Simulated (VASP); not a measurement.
# VN (Fm-3m) in VASP: notebook

VN is run at these levels: PBE; tasks: single point, relaxation of cell and atoms.

All numbers are computed with VASP 6.6.1; they aren't measurements. Logs are shortened: lines on timing, memory, paths and dates and some standing lists are left out, and cuts for length are marked.

### 1 The cell of the first run

Symmetry: Fm-3m, No. 225, cubic system. The conventional cell has a = 4.117 Å, b = 4.117 Å, c = 4.117 Å, α = 90.00°, β = 90.00°, γ = 90.00°. V (site symmetry m-3m) has 6 N at 2.06 Å within 2.7 Å. Within 2.7 Å of N (site symmetry m-3m) lie 6 V at 2.06 Å.

### 2 Single point, PBE, collinear spin, ferromagnetic start

Input file INCAR:

```
SYSTEM = VN
  ALGO = Normal
  EDIFF = 1E-7
  ENCUT = 520
  GGA = PE
  ISIF = 2
  ISMEAR = 0
  ISPIN = 2
  LASPH = .True.
  LCHARG = .False.
  LMAXMIX = 4
  LORBIT = 11
  LREAL = .False.
  LWAVE = .False.
  MAGMOM = 0.11 0
  NBANDS = 20
  NELM = 150
  PREC = Accurate
  SIGMA = 0.1
```

Input file KPOINTS:

```
k-points
0
Gamma
  18 18 18
  0 0 0
```

Input file POSCAR:

```
VN
1.0
    0.0000000000      2.0582923491      2.0582923491
    2.0582923491      0.0000000000      2.0582923491
    2.0582923491      2.0582923491      0.0000000000
V N
1 1
Direct
    0.0000000000      0.0000000000      0.0000000000
    0.5000000000      0.5000000000      0.5000000000
```

Potentials or basis: VASP PAW PBE potentials, release 64 (V_sv, N).

Started as:

```sh
$ cat potpaw_PBE.64/V_sv/POTCAR potpaw_PBE.64/N/POTCAR > POTCAR
$ mpirun -np 1 vasp_std > vasp.out
```

OUTCAR:

```text
SYSTEM = VN
   EDIFF = 1E-7
   ENCUT = 520
   GGA = PE
   ISIF = 2
   ISMEAR = 0
   ISPIN = 2
   LASPH = .True.
   LORBIT = 11
   LREAL = .False.
   NELM = 150
   PREC = Accurate

 ion  position               nearest neighbor table
   1  0.000  0.000  0.000-   2 2.06   2 2.06   2 2.06   2 2.06   2 2.06   2 2.06
   2  0.500  0.500  0.500-   1 2.06   1 2.06   1 2.06   1 2.06   1 2.06   1 2.06

  LATTYP: Found a face centered cubic cell.
 ALAT       =     4.1165846982

  Lattice vectors:

 A1 = (   0.0000000000,   2.0582923491,   2.0582923491)
 A2 = (   2.0582923491,   0.0000000000,   2.0582923491)
 A3 = (   2.0582923491,   2.0582923491,   0.0000000000)

Analysis of symmetry for initial positions (statically):
=====================================================================
 Subroutine PRICEL returns:
 Original cell was already a primitive cell.

 Routine SETGRP: Setting up the symmetry group for a
 face centered cubic supercell.

 Subroutine GETGRP returns: Found 48 space group operations
 (whereof 48 operations were pure point group operations)
 out of a pool of 48 trial point group operations.

The static configuration has the point symmetry O_h .

Analysis of symmetry for dynamics (positions and initial velocities):
=====================================================================
 Subroutine PRICEL returns:
 Original cell was already a primitive cell.

 Routine SETGRP: Setting up the symmetry group for a
 face centered cubic supercell.

 Subroutine GETGRP returns: Found 48 space group operations
 (whereof 48 operations were pure point group operations)
 out of a pool of 48 trial point group operations.

The dynamic configuration has the point symmetry O_h .

Analysis of structural, dynamic, and magnetic symmetry:
=====================================================================
 Subroutine PRICEL returns:
 Original cell was already a primitive cell.

 Routine SETGRP: Setting up the symmetry group for a
 face centered cubic supercell.

 Subroutine GETGRP returns: Found 48 space group operations
 (whereof 48 operations were pure point group operations)
 out of a pool of 48 trial point group operations.

The overall configuration has the point symmetry O_h .

 Subroutine INISYM returns: Found 48 space group operations
 (whereof 48 operations are pure point group operations),
 and found     1 'primitive' translations

----------------------------------------------------------------------------------------

                                     Primitive cell

  volume of cell :      17.4402

  direct lattice vectors                    reciprocal lattice vectors
     0.000000000  2.058292349  2.058292349    -0.242919817  0.242919817  0.242919817
     2.058292349  0.000000000  2.058292349     0.242919817 -0.242919817  0.242919817
     2.058292349  2.058292349  0.000000000     0.242919817  0.242919817 -0.242919817

  length of vectors
     2.910864955  2.910864955  2.910864955     0.420749465  0.420749465  0.420749465

  position of ions in fractional coordinates (direct lattice)
     0.000000000  0.000000000  0.000000000
     0.500000000  0.500000000  0.500000000

  ion indices of the primitive-cell ions
   primitive index   ion index
                 1           1
                 2           2

----------------------------------------------------------------------------------------

 KPOINTS: k-points

Automatic generation of k-mesh.
 Grid dimensions read from file:
 generate k-points for:   18   18   18

 Generating k-lattice:

  Cartesian coordinates                     Fractional coordinates (reciprocal lattice)
    -0.013495545  0.013495545  0.013495545     0.055555556  0.000000000  0.000000000
     0.013495545 -0.013495545  0.013495545     0.000000000  0.055555556  0.000000000
     0.013495545  0.013495545 -0.013495545     0.000000000  0.000000000  0.055555556

  Length of vectors
     0.023374970  0.023374970  0.023374970

  Shift w.r.t. Gamma in fractional coordinates (k-lattice)
     0.000000000  0.000000000  0.000000000

 Subroutine IBZKPT returns following result:
 ===========================================

 Found    195 irreducible k-points:

 Following reciprocal coordinates:
            Coordinates               Weight
  0.000000  0.000000  0.000000      1.000000
  0.055556  0.000000  0.000000      8.000000
  0.111111  0.000000  0.000000      8.000000
  0.166667  0.000000  0.000000      8.000000
  0.222222  0.000000  0.000000      8.000000
  0.277778  0.000000  0.000000      8.000000
[... 16 lines left out ...]
 -0.277778  0.055556  0.000000     24.000000
 -0.222222  0.055556  0.000000     24.000000
 [... further k-points ...]
   k-points           NKPTS =    195   k-points in BZ     NKDIM =    195   number of bands    NBANDS=     20
   number of dos      NEDOS =    301   number of ions     NIONS =      2
   total plane-waves  NPLWV =  13824
   dimension x,y,z NGX =    24 NGY =   24 NGZ =   24
   dimension x,y,z NGXF=    48 NGYF=   48 NGZF=   48
   ions per type =               1   1
   NGX,Y,Z   is equivalent  to a cutoff of  13.71, 13.71, 13.71 a.u.
   NGXF,Y,Z  is equivalent  to a cutoff of  27.41, 27.41, 27.41 a.u.
 SYSTEM =  VN
   PREC   = accura    normal or accurate (medium, high low for compatibility)
   ISTART =      0    job   : 0-new  1-cont  2-samecut
   ICHARG =      2    charge: 1-file 2-atom 10-const
   ISPIN  =      2    spin polarized calculation?
   LNONCOLLINEAR =      F non collinear calculations
   LSORBIT =      F    spin-orbit coupling
   LASPH  =      T    aspherical Exc in radial PAW
   ENCUT  =  520.0 eV  38.22 Ry    6.18 a.u.   5.41  5.41  5.41*2*pi/ulx,y,z
   NELM   =    150;   NELMIN=  2; NELMDL= -5     # of ELM steps
   EDIFF  = 0.1E-06   stopping-criterion for ELM
   LREAL  =      F    real-space projection
   EDIFFG = 0.1E-05   stopping-criterion for IOM
   NSW    =      0    number of steps for IOM
   IBRION =     -1    ionic relax: 0-MD 1-quasi-New 2-CG
   NFREE  =      0    steps in history (QN), initial steepest desc. (CG)
   ISIF   =      2    stress and relaxation
   ISYM   =      2    0-nonsym 1-usesym 2-fastsym
   POTIM  = 0.5000    time-step for ionic-motion
   TEBEG  =    0.0;   TEEND  =   0.0 temperature during run
   PSTRESS=    0.0 pullay stress
   NELECT =      18.0000    total number of electrons
   NUPDOWN=      -1.0000    fix difference up-down
   EMIN   =  10.00;   EMAX   =-10.00  energy-range for DOS
   EFERMI =   0.00;   METHOD = LEGACY
   ISMEAR =     0;   SIGMA  =   0.10  broadening in eV -4-tet -1-fermi 0-gaus
   EFERMI_NEDOS =   21; number of points for ismear=-14 and -15
   IALGO  =     38    algorithm
   IMIX   =      4    mixing-type and parameters
     AMIX     =   0.40;   BMIX     =  1.00
     AMIX_MAG =   1.60;   BMIX_MAG =  1.00
  volume/ion in A,a.u.               =       8.72        58.85
  Fermi-wavevector in a.u.,A,eV,Ry     =   1.654431  3.126421 37.241068  2.737141
  Thomas-Fermi vector in A             =   2.742699
   LORBIT       =     11    0 simple, 1 ext, 2 COOP (PROOUT), +10 PAW based schemes
   GGA     = PE    functional components
   LHFCALC =     F    Hartree Fock is set to
   AEXX    =    0.0000 exact exchange contribution
   IVDW    =     0    specifies the selected vdW correction
   LEPSILON=     F    determine dielectric tensor
   LRPA    =     F    only Hartree local field effects (RPA)
 spin polarized calculation
 Gauss-broadening in eV      SIGMA  =   0.10
  energy-cutoff  :      520.00
  volume of cell :       17.44
 maximum number of plane-waves:       493
 NGX is ok and might be reduce to    24
   NGX = 11   NGY = 11   NGZ = 11

 number of electron      18.0000005 magnetization      -0.0000052

 number of electron      18.0000005 magnetization       0.0000046

 Free energy of the ion-electron system (eV)
  ---------------------------------------------------
  ext. energy  EPLUGINS =         0.00000000
  ---------------------------------------------------
  free energy    TOTEN  =       -19.30635830 eV

  energy without entropy =      -19.29915515  energy(sigma->0) =      -19.30275673

 E-fermi :  12.0131     XC(G=0): -13.6262

 val. band max:       12.0103916728   @ k =  -0.3333   0.1111   0.0000
 cond. band min:      12.0150848696   @ k =  -0.3333   0.1667   0.0556
 fundamental gap:      0.0046931968
 Fermi energy:        12.0131113420

 spin component 1

 k-point     1 :       0.0000    0.0000    0.0000
  band No.  band energies     occupation
      1     -53.4168      1.00000
      2     -27.0485      1.00000
      3     -27.0485      1.00000
      4     -27.0485      1.00000
      5      -5.9784      1.00000
      6       9.7810      1.00000
[... 12 lines left out ...]
     19      39.6444      0.00000
     20      39.6444      0.00000
[... 507 lines left out ...]
 k-point    24 :      -0.2222    0.0556    0.0000
  band No.  band energies     occupation
      1     -53.3804      1.00000
      2     -27.2887      1.00000
      3     -27.0878      1.00000
      4     -27.0647      1.00000
      5      -4.8605      1.00000
      6       5.9803      1.00000
[... 12 lines left out ...]
     19      34.8023      0.00000
     20      37.3016      0.00000

 [... further k-points ...]

 spin component 2

 k-point     1 :       0.0000    0.0000    0.0000
  band No.  band energies     occupation
      1     -53.4168      1.00000
      2     -27.0484      1.00000
      3     -27.0484      1.00000
      4     -27.0484      1.00000
      5      -5.9784      1.00000
      6       9.7810      1.00000
[... 12 lines left out ...]
     19      39.6444      0.00000
     20      39.6444      0.00000
[... 507 lines left out ...]
 k-point    24 :      -0.2222    0.0556    0.0000
  band No.  band energies     occupation
      1     -53.3803      1.00000
      2     -27.2887      1.00000
      3     -27.0878      1.00000
      4     -27.0647      1.00000
      5      -4.8605      1.00000
      6       5.9803      1.00000
[... 12 lines left out ...]
     19      34.8023      0.00000
     20      37.3016      0.00000

 [... further k-points ...]
[... 5 lines left out ...]
  --------------------------------------------------------------------------------------
  -------------------------------------------------------------------------------------
  Total        0.0802828      0.0802828      0.0802828      0.0000000     -0.0000000      0.0000000
  in kB        7.3753344      7.3753344      7.3753344      0.0000000     -0.0000000      0.0000000
  external PRESSURE =       7.3753344 kB  Pullay stress =       0.0000000 kB

 VOLUME and BASIS-vectors are now :
 -----------------------------------------------------------------------------
  energy-cutoff  :      520.00
  volume of cell :       17.44
      direct lattice vectors                 reciprocal lattice vectors
     0.000000000  2.058292349  2.058292349    -0.242919817  0.242919817  0.242919817
     2.058292349  0.000000000  2.058292349     0.242919817 -0.242919817  0.242919817
     2.058292349  2.058292349  0.000000000     0.242919817  0.242919817 -0.242919817

 POSITION                                       TOTAL-FORCE (eV/Angst)
 -----------------------------------------------------------------------------------
      0.00000      0.00000      0.00000        -0.000000     -0.000000      0.000000
      2.05829      2.05829      2.05829         0.000000      0.000000     -0.000000
 -----------------------------------------------------------------------------------
    total drift:                                0.000000     -0.000000     -0.000000

  FREE ENERGIE OF THE ION-ELECTRON SYSTEM (eV)
  ---------------------------------------------------
  free  energy   TOTEN  =       -19.3063583025 eV

  energy  without entropy=      -19.2991551532  energy(sigma->0) =      -19.30275673

 total charge

# of ion       s       p       d       tot
------------------------------------------
    1        2.240   6.280   3.153  11.673
    2        1.246   2.516   0.000   3.762
--------------------------------------------------
tot          3.486   8.796   3.153  15.435

 magnetization (x)

# of ion       s       p       d       tot
------------------------------------------
    1       -0.000  -0.000  -0.000  -0.000
    2       -0.000   0.000   0.000   0.000
--------------------------------------------------
tot         -0.000  -0.000  -0.000  -0.000
```

It took 62 s on 1 thread of Intel Xeon 6975P-C (Granite Rapids), shared host; peak memory 0.23 GiB.

What came out:

```yaml
Free_energy: -19.3064 eV
Pressure: 0.7 GPa
Band_gap_on_the_k_mesh: zero (filled and empty bands overlap)
Net_moment: 0.00 μB per cell
Valence_electrons_inside_the_program's_atomic_spheres: V 11.67; N 3.76
```

### 3 Relaxation of cell and atoms, PBE, collinear spin, ferromagnetic start

This run uses another cell than the first one, of 8.79 Å³/atom, 1.008 times its volume.

Input file INCAR:

```
  PREC = Accurate
  ENCUT = 600
  EDIFF = 1E-6
  ISMEAR = 0
  SIGMA = 0.1
  LREAL = False
  LASPH = True
  NELM = 150
  ALGO = Normal
  ISIF = 3
  LWAVE = False
  LCHARG = False
  ISPIN = 2
  MAGMOM = 0.11 0
  LORBIT = 11
  LMAXMIX = 4
  GGA = PE
  IBRION = 2
  NSW = 100
  EDIFFG = -0.005
```

Input file KPOINTS:

```
regular mesh
0
Gamma
  18 18 18
```

Input file POSCAR:

```
VN
1.0
    0.0000000000      2.0640000000      2.0640000000
    2.0640000000      0.0000000000      2.0640000000
    2.0640000000      2.0640000000      0.0000000000
V N
1 1
Direct
    0.0000000000      0.0000000000      0.0000000000
    0.5000000000      0.5000000000      0.5000000000
```

Potentials or basis: VASP PAW PBE potentials, release 64 (V_sv, N).

Started as:

```sh
$ cat potpaw_PBE.64/V_sv/POTCAR potpaw_PBE.64/N/POTCAR > POTCAR
$ mpirun -np 1 vasp_std > vasp.out
```

Run time: 68 s. Hardware: 1 thread of Intel Xeon 6975P-C (Granite Rapids), shared host; peak memory 0.22 GiB.

The run converged. Its results:

```yaml
Free_energy: -19.3083 eV
Relaxed_volume: 8.74 Å³/atom
Relaxed_cell: a = 2.913 Å, b = 2.913 Å, c = 2.913 Å, α = 60.00°, β = 60.00°, γ = 60.00°
Space_group_after_relaxing_to_0.05_Å: Fm-3m (No. 225)
Energy_gained_by_relaxing: 0.4 meV/atom
Ionic_steps: 3
Pressure_after_relaxing: 0.0 GPa
Net_moment: 0.00 μB per cell
Valence_electrons_inside_the_program's_atomic_spheres: V 11.67; N 3.75
```

Step by step:
```
step  energy change (eV)  largest force (eV/Å)  pressure (GPa)  volume (Å³)
   1              0.0000                0.0000           -2.03        17.59
   2              0.0009                0.0000            3.04        17.30
   3             -0.0007                0.0000            0.00        17.48
```

Final structure:
```xyz
2
Lattice="0.0000 2.0597 2.0597 2.0597 0.0000 2.0597 2.0597 2.0597 0.0000" Properties=species:S:1:pos:R:3 pbc="T T T"
V     0.0000    0.0000    0.0000
N     2.0597    2.0597    2.0597
```

Levels at points of the mesh, in eV from the Fermi level:
Spin up:
```csv
k point,band 6,band 7,band 8,band 9,band 10,band 11,band 12,band 13
"(0.00, 0.00, 0.00)",-2.23,-2.23,-2.23,-1.53,-1.53,-1.53,-0.47,-0.47
"(0.50, 0.00, 0.00)",-8.90,-6.09,-6.09,0.60,0.60,1.47,5.01,5.01
"(0.50, 0.50, 0.00)",-6.67,-3.82,-3.66,-3.66,0.51,1.22,1.22,2.70
```
Spin down:
| k point | band 6 | band 7 | band 8 | band 9 | band 10 | band 11 | band 12 | band 13 |
| --- | --- | --- | --- | --- | --- | --- | --- | --- |
| (0.00, 0.00, 0.00) | -2.23 | -2.23 | -2.23 | -1.53 | -1.53 | -1.53 | -0.47 | -0.47 |
| (0.50, 0.00, 0.00) | -8.90 | -6.09 | -6.09 | 0.60 | 0.60 | 1.47 | 5.01 | 5.01 |
| (0.50, 0.50, 0.00) | -6.67 | -3.82 | -3.66 | -3.66 | 0.51 | 1.22 | 1.22 | 2.70 |

Caveat: the bands computed are all filled at some k points, so no gap is given.
